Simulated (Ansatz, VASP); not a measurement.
## TiSi: VASP beside Ansatz

```
Ti Si
1.0
     1.87066   -2.18115    0.00000
     1.87066    2.18115    0.00000
     0.00000    0.00000    3.86099
Ti Si
1 1
Direct
  0.50000 0.50000 0.00000
  0.00000 0.00000 0.50000
```

Change from the starting cell: strain +0.030 along x and y, +0.015 along z, atoms carried along.

Alike in both runs: task single point; functional PBEsol; k mesh 18 × 18 × 12; occupations gaussian, width 0.15 eV; no spin polarisation.

|  | VASP | Ansatz |
| --- | --- | --- |
| version | VASP 6.6.1 | Ansatz 0.2.0 |
| potentials or method | VASP PAW PBE potentials, release 64 (Ti_sv, Si), cutoff 520 eV | scalar-relativistic, plane waves, PAW |
| valence electrons in the cell | 16 | 16 |

|  | VASP | Ansatz | Ansatz less VASP |
| --- | --- | --- | --- |
| gap on the k mesh at the Fermi level (eV) | none | none | - |
| pressure (GPa) | -12.1 | -12.2 | -0.07 |
| traceless stress, the component that is largest in VASP (GPa) | -0.96 | -0.97 | -0.015 |

VASP's potentials were made for PBE, not for PBEsol. A gap of «none» marks a metal or a gap that the smearing closes. With one functional, cell and mesh, what is left measures potentials, basis and numerics.
